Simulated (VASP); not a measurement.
# InSe (Pm-3m) in VASP: a series of runs

The runs below take InSe through single point, with PBE.

All numbers are computed with VASP 6.6.1; they aren't measurements. Logs are shortened: lines on timing, memory, paths and dates and some standing lists are left out, and cuts for length are marked.

## Step 1: The cell of the first run

Symmetry: Pm-3m, No. 221, cubic system. Conventional cell: a = 3.632 Å, b = 3.632 Å, c = 3.632 Å, α = 90.00°, β = 90.00°, γ = 90.00°. Within 4.1 Å of In (site symmetry m-3m) lie 8 Se at 3.15 Å and 6 In at 3.63 Å. Se (site symmetry m-3m) has 8 In at 3.15 Å and 6 Se at 3.63 Å within 4.1 Å.

## Step 2: Single point, PBE

File INCAR:

```
SYSTEM = InSe
  PREC = Accurate
  ENCUT = 520
  EDIFF = 1E-7
  ISMEAR = -1
  SIGMA = 0.05
  LREAL = .FALSE.
  LASPH = .TRUE.
  NELM = 60
  ALGO = Normal
  ISIF = 2
  LWAVE = .FALSE.
  LCHARG = .FALSE.
  GGA = PE
  NBANDS = 16
```

File KPOINTS:

```
regular mesh
0
G
  7 7 7
  0 0 0
```

File POSCAR:

```
InSe
1.0
    3.6320400000      0.0000000000      0.0000000000
    0.0000000000      3.6320400000      0.0000000000
    0.0000000000      0.0000000000      3.6320400000
In Se
1 1
Direct
    0.5000000000      0.5000000000      0.5000000000
    0.0000000000      0.0000000000      0.0000000000
```

Potentials or basis: VASP PAW PBE potentials, release 64 (In_d, Se).

Run with:

```console
> cat potpaw_PBE.64/In_d/POTCAR potpaw_PBE.64/Se/POTCAR > POTCAR
> mpirun -np 1 vasp_std > vasp.out
```

OUTCAR:

```text
SYSTEM = InSe
   PREC = Accurate
   ENCUT = 520
   EDIFF = 1E-7
   ISMEAR = -1
   LREAL = .FALSE.
   LASPH = .TRUE.
   NELM = 60
   ISIF = 2
   GGA = PE

 ion  position               nearest neighbor table
   1  0.500  0.500  0.500-   2 3.15   2 3.15   2 3.15   2 3.15   2 3.15   2 3.15   2 3.15   2 3.15

   2  0.000  0.000  0.000-   1 3.15   1 3.15   1 3.15   1 3.15   1 3.15   1 3.15   1 3.15   1 3.15

  LATTYP: Found a simple cubic cell.
 ALAT       =     3.6320400000

  Lattice vectors:

 A1 = (   3.6320400000,   0.0000000000,   0.0000000000)
 A2 = (   0.0000000000,   3.6320400000,   0.0000000000)
 A3 = (   0.0000000000,   0.0000000000,   3.6320400000)

Analysis of symmetry for initial positions (statically):
=====================================================================
 Subroutine PRICEL returns:
 Original cell was already a primitive cell.

 Routine SETGRP: Setting up the symmetry group for a
 simple cubic supercell.

 Subroutine GETGRP returns: Found 48 space group operations
 (whereof 48 operations were pure point group operations)
 out of a pool of 48 trial point group operations.

The static configuration has the point symmetry O_h .

Analysis of symmetry for dynamics (positions and initial velocities):
=====================================================================
 Subroutine PRICEL returns:
 Original cell was already a primitive cell.

 Routine SETGRP: Setting up the symmetry group for a
 simple cubic supercell.

 Subroutine GETGRP returns: Found 48 space group operations
 (whereof 48 operations were pure point group operations)
 out of a pool of 48 trial point group operations.

The dynamic configuration has the point symmetry O_h .

 Subroutine INISYM returns: Found 48 space group operations
 (whereof 48 operations are pure point group operations),
 and found     1 'primitive' translations

----------------------------------------------------------------------------------------

                                     Primitive cell

  volume of cell :      47.9128

  direct lattice vectors                    reciprocal lattice vectors
     3.632040000  0.000000000  0.000000000     0.275327364  0.000000000  0.000000000
     0.000000000  3.632040000  0.000000000     0.000000000  0.275327364  0.000000000
     0.000000000  0.000000000  3.632040000     0.000000000  0.000000000  0.275327364

[... 70 lines left out ...]
   ISTART =      0    job   : 0-new  1-cont  2-samecut
   ICHARG =      2    charge: 1-file 2-atom 10-const
   ISPIN  =      1    spin polarized calculation?
   LNONCOLLINEAR =      F non collinear calculations
   LSORBIT =      F    spin-orbit coupling
   LASPH  =      T    aspherical Exc in radial PAW
   ENCUT  =  520.0 eV  38.22 Ry    6.18 a.u.   6.75  6.75  6.75*2*pi/ulx,y,z
   NELM   =     60;   NELMIN=  2; NELMDL= -5     # of ELM steps
   EDIFF  = 0.1E-06   stopping-criterion for ELM
   LREAL  =      F    real-space projection
   EDIFFG = 0.1E-05   stopping-criterion for IOM
   NSW    =      0    number of steps for IOM
   IBRION =     -1    ionic relax: 0-MD 1-quasi-New 2-CG
   NFREE  =      0    steps in history (QN), initial steepest desc. (CG)
   ISIF   =      2    stress and relaxation
   ISYM   =      2    0-nonsym 1-usesym 2-fastsym
   POTIM  = 0.5000    time-step for ionic-motion
   TEBEG  =    0.0;   TEEND  =   0.0 temperature during run
   PSTRESS=    0.0 pullay stress
   NELECT =      19.0000    total number of electrons
   NUPDOWN=      -1.0000    fix difference up-down
   EMIN   =  10.00;   EMAX   =-10.00  energy-range for DOS
   EFERMI =   0.00;   METHOD = LEGACY
   ISMEAR =    -1;   SIGMA  =   0.05  broadening in eV -4-tet -1-fermi 0-gaus
   EFERMI_NEDOS =   21; number of points for ismear=-14 and -15
   IALGO  =     38    algorithm
   IMIX   =      4    mixing-type and parameters
     AMIX     =   0.40;   BMIX     =  1.00
     AMIX_MAG =   1.60;   BMIX_MAG =  1.00
  volume/ion in A,a.u.               =      23.96       161.67
  Fermi-wavevector in a.u.,A,eV,Ry     =   1.202750  2.272868 19.682295  1.446608
  Thomas-Fermi vector in A             =   2.338523
   LORBIT       =      0    0 simple, 1 ext, 2 COOP (PROOUT), +10 PAW based schemes
   GGA     = PE    functional components
[... 5 lines left out ...]
 non-spin polarized calculation
  energy-cutoff  :      520.00
  volume of cell :       47.91
 maximum number of plane-waves:      1309
 NGX is ok and might be reduce to    28
   NGX = 13   NGY = 13   NGZ = 13

 number of electron      18.9999994 magnetization

 Free energy of the ion-electron system (eV)
  ---------------------------------------------------
  ext. energy  EPLUGINS =         0.00000000
  ---------------------------------------------------
  free energy    TOTEN  =        -6.46562309 eV

  energy without entropy =       -6.45932735  energy(sigma->0) =       -6.46247522

 E-fermi :   5.8519     XC(G=0): -10.1989

 val. band max:        5.8425309191   @ k =   0.4286   0.4286   0.0000
 cond. band min:       5.9604783398   @ k =   0.2857   0.2857   0.2857
 fundamental gap:      0.1179474207
 Fermi energy:         5.8518637859

 k-point     1 :       0.0000    0.0000    0.0000
  band No.  band energies     occupation
      1      -8.4966      2.00000
      2      -8.4966      2.00000
      3      -8.3219      2.00000
      4      -8.3219      2.00000
      5      -8.3219      2.00000
      6      -7.6269      2.00000
[... 357 lines left out ...]
      3      -8.4517      2.00000
      4      -8.2699      2.00000
      5      -8.2699      2.00000
      6      -5.7103      2.00000
[... 8 lines left out ...]
     15      20.1447      0.00000
     16      20.1447      0.00000

------------------------ aborting loop because EDIFF is reached ----------------------------------------

  FORCE on cell =-STRESS in cart. coord.  units (eV):
  Direction    XX          YY          ZZ          XY          YZ          ZX
  --------------------------------------------------------------------------------------
  -------------------------------------------------------------------------------------
  Total       -0.0085466     -0.0085466     -0.0085466      0.0000000      0.0000000      0.0000000
  in kB       -0.2857950     -0.2857950     -0.2857950      0.0000000      0.0000000      0.0000000
  external PRESSURE =      -0.2857950 kB  Pullay stress =       0.0000000 kB

 VOLUME and BASIS-vectors are now :
 -----------------------------------------------------------------------------
  energy-cutoff  :      520.00
  volume of cell :       47.91
      direct lattice vectors                 reciprocal lattice vectors
     3.632040000  0.000000000  0.000000000     0.275327364  0.000000000  0.000000000
     0.000000000  3.632040000  0.000000000     0.000000000  0.275327364  0.000000000
     0.000000000  0.000000000  3.632040000     0.000000000  0.000000000  0.275327364

 POSITION                                       TOTAL-FORCE (eV/Angst)
 -----------------------------------------------------------------------------------
      1.81602      1.81602      1.81602         0.000000      0.000000      0.000000
      0.00000      0.00000      0.00000         0.000000      0.000000      0.000000
 -----------------------------------------------------------------------------------
    total drift:                                0.000000      0.000000      0.000000

  FREE ENERGIE OF THE ION-ELECTRON SYSTEM (eV)
  ---------------------------------------------------
  free  energy   TOTEN  =        -6.4656230926 eV

  energy  without entropy=       -6.4593273549  energy(sigma->0) =       -6.46247522
```

OSZICAR:

```text
N       E                     dE             d eps       ncg     rms          rms(c)
DAV:   1     0.111574735803E+03    0.11157E+03   -0.92104E+03   640   0.137E+03
DAV:   2     0.479660490754E+00   -0.11110E+03   -0.10721E+03   680   0.306E+02
DAV:   3    -0.656493507666E+01   -0.70446E+01   -0.69723E+01   848   0.716E+01
DAV:   4    -0.669513901706E+01   -0.13020E+00   -0.13018E+00   736   0.108E+01
DAV:   5    -0.670004676399E+01   -0.49077E-02   -0.49076E-02   944   0.194E+00    0.325E+00
DAV:   6    -0.647970171488E+01    0.22035E+00   -0.30452E-01   960   0.112E+01    0.192E+00
DAV:   7    -0.646685922886E+01    0.12842E-01   -0.66070E-02   880   0.234E+00    0.837E-01
DAV:   8    -0.646571441667E+01    0.11448E-02   -0.85655E-03   816   0.115E+00    0.933E-02
DAV:   9    -0.646560149574E+01    0.11292E-03   -0.68881E-04   960   0.401E-01    0.580E-02
DAV:  10    -0.646561975266E+01   -0.18257E-04   -0.78076E-05   760   0.677E-02    0.279E-02
DAV:  11    -0.646562323322E+01   -0.34806E-05   -0.12754E-05   992   0.427E-02    0.604E-03
DAV:  12    -0.646562321928E+01    0.13946E-07   -0.18895E-06   800   0.122E-02    0.191E-03
DAV:  13    -0.646562305867E+01    0.16061E-06   -0.15862E-07   720   0.269E-03    0.181E-03
DAV:  14    -0.646562309261E+01   -0.33946E-07   -0.80720E-09   400   0.158E-03
   1 F= -.64656231E+01 E0= -.64624752E+01  d E =-.629574E-02
```

Run time: 8.3 s. Hardware: 1 thread of AMD EPYC 9R45 (Zen 5), shared host; peak memory 0.12 GiB.

Results:

* Free energy: -6.4656 eV
* Pressure: 0.0 GPa

Caveat: spin-orbit coupling is left out, which moves the levels of the heavy elements.

## Step 3: Single point, PBE

This run uses another cell than the first one, of 24.44 Å³/atom, 1.020 times its volume.

File INCAR:

```
SYSTEM = InSe
PREC     = Accurate       ! precision mode
ENCUT    = 520            ! plane-wave cutoff, eV
EDIFF    = 1E-7           ! SCF threshold, eV
ISMEAR   = -1             ! smearing method
SIGMA    = 0.05           ! smearing width, eV
LREAL    = .FALSE.        ! projectors in reciprocal space
LASPH    = .TRUE.         ! aspherical terms in the spheres
NELM     = 80             ! most SCF steps
ALGO     = Normal         ! electronic algorithm
ISIF     = 2              ! what is computed and relaxed
LWAVE    = .FALSE.        ! write WAVECAR
LCHARG   = .FALSE.        ! write CHGCAR
GGA      = PE             ! functional
NBANDS   = 16             ! bands
```

KPOINTS is that of step 2.

File POSCAR:

```
InSe
1.0
    3.6560939460      0.0000000000      0.0000000000
    0.0000000000      3.6560939460      0.0000000000
    0.0000000000      0.0000000000      3.6560939460
In Se
1 1
Direct
    0.5000000000      0.5000000000      0.5000000000
    0.0000000000      0.0000000000      0.0000000000
```

Potentials or basis: VASP PAW PBE potentials, release 64 (In_d, Se).

Run with:

```console
> cat potpaw_PBE.64/In_d/POTCAR potpaw_PBE.64/Se/POTCAR > POTCAR
> mpirun -np 1 vasp_std > vasp.out
```

Run time: 8.6 s. Hardware: 1 thread of AMD EPYC 9R45 (Zen 5), shared host; peak memory 0.12 GiB.

The run converged. Its results:

```
Free energy : -6.4628 eV
Pressure    : -1.0 GPa
```

Levels at points of the mesh, in eV from the Fermi level:
| k point | band 7 | band 8 | band 9 | band 10 | band 11 | band 12 |
| --- | --- | --- | --- | --- | --- | --- |
| (0.00, 0.00, 0.00) | -3.53 | -1.35 | -1.35 | -1.35 | 5.32 | 5.32 |

Caveat: spin-orbit coupling is left out, which moves the levels of the heavy elements.

## Step 4: Single point, PBE

This run uses another cell than the first one, of 24.91 Å³/atom, 1.040 times its volume.

File INCAR:

```
SYSTEM = InSe
PREC = Accurate ; ENCUT = 520
EDIFF = 1E-7 ; ISMEAR = -1
SIGMA = 0.05 ; LREAL = .False.
LASPH = .True. ; NELM = 100
ALGO = Normal ; ISIF = 2
LWAVE = .False. ; LCHARG = .False.
GGA = PE ; NBANDS = 16
```

File KPOINTS:

```
regular mesh
0
Gamma
  7 7 7
  0 0 0
```

File POSCAR:

```
InSe
1.0
    3.6798354811      0.0000000000      0.0000000000
    0.0000000000      3.6798354811      0.0000000000
    0.0000000000      0.0000000000      3.6798354811
In Se
1 1
Direct
    0.5000000000      0.5000000000      0.5000000000
    0.0000000000      0.0000000000      0.0000000000
```

Run with:

```console
> cat potpaw_PBE.64/In_d/POTCAR potpaw_PBE.64/Se/POTCAR > POTCAR
> mpirun -np 1 vasp_std > vasp.out
```

It took 8.3 s on 1 thread of AMD EPYC 9R45 (Zen 5), shared host; peak memory 0.13 GiB.

It converged, with:

```yaml
Free_energy: -6.4547 eV
Pressure: -1.8 GPa
```

Levels at points of the mesh, in eV from the Fermi level:
```tsv
k point	band 5	band 6	band 7	band 8	band 9	band 10	band 11	band 12	band 13	band 14
(0.00, 0.00, 0.00)	-14.13	-13.22	-3.56	-1.30	-1.30	-1.30	5.36	5.36	8.06	8.06
```

Caveat: spin-orbit coupling is left out, which moves the levels of the heavy elements.

## Step 5: Single point, PBE

This run uses another cell than the first one, of 25.39 Å³/atom, 1.060 times its volume.

File INCAR:

```
SYSTEM = InSe
PREC     = Accurate       ! precision mode
ENCUT    = 520            ! plane-wave cutoff, eV
EDIFF    = 1E-7           ! SCF threshold, eV
ISMEAR   = -1             ! smearing method
SIGMA    = 0.05           ! smearing width, eV
LREAL    = .FALSE.        ! projectors in reciprocal space
LASPH    = .TRUE.         ! aspherical terms in the spheres
NELM     = 80             ! most SCF steps
ALGO     = Normal         ! electronic algorithm
ISIF     = 2              ! what is computed and relaxed
LWAVE    = .FALSE.        ! write WAVECAR
LCHARG   = .FALSE.        ! write CHGCAR
GGA      = PE             ! functional
NBANDS   = 16             ! bands
```

File KPOINTS:

```
Automatic mesh
0
G
  7 7 7
  0 0 0
```

File POSCAR:

```
InSe
1.0
    3.7032745556      0.0000000000      0.0000000000
    0.0000000000      3.7032745556      0.0000000000
    0.0000000000      0.0000000000      3.7032745556
In Se
1 1
Direct
    0.5000000000      0.5000000000      0.5000000000
    0.0000000000      0.0000000000      0.0000000000
```

Run with:

```console
> cat potpaw_PBE.64/In_d/POTCAR potpaw_PBE.64/Se/POTCAR > POTCAR
> mpirun -np 1 vasp_std > vasp.out
```

It took 7.9 s on 1 thread of AMD EPYC 9R45 (Zen 5), shared host; peak memory 0.13 GiB.

Results (log left out):

| Property | Result |
| --- | --- |
| Free energy | -6.4419 eV |
| Pressure | -2.5 GPa |

Levels at points of the mesh, in eV from the Fermi level:
```
           k point  band 6  band 7  band 8  band 9  band 10  band 11  band 12  band 13
(0.00, 0.00, 0.00)  -13.11   -3.58   -1.26   -1.26    -1.26     5.39     5.39     7.93
```

Caveat: spin-orbit coupling is left out, which moves the levels of the heavy elements.

## Step 6: Overview

```tsv
cell	gap on the mesh (eV)	pressure (GPa)
a = 3.632 Å, 2 atoms	none	0.0
a = 3.656 Å, 2 atoms	none	-1.0
a = 3.680 Å, 2 atoms	none	-1.8
a = 3.703 Å, 2 atoms	none	-2.5
```

Alike in all rows: task single point; level PBE; potentials or basis VASP PAW PBE potentials, release 64 (In_d, Se); no spin polarisation; k mesh 7 × 7 × 7; cutoff (eV) 520; smearing fermi-dirac 0.05 eV.

Caveats: spin-orbit coupling is left out, which moves the levels of the heavy elements.

Total energies depend on the potentials used, so only differences within one code and one set of settings carry meaning.
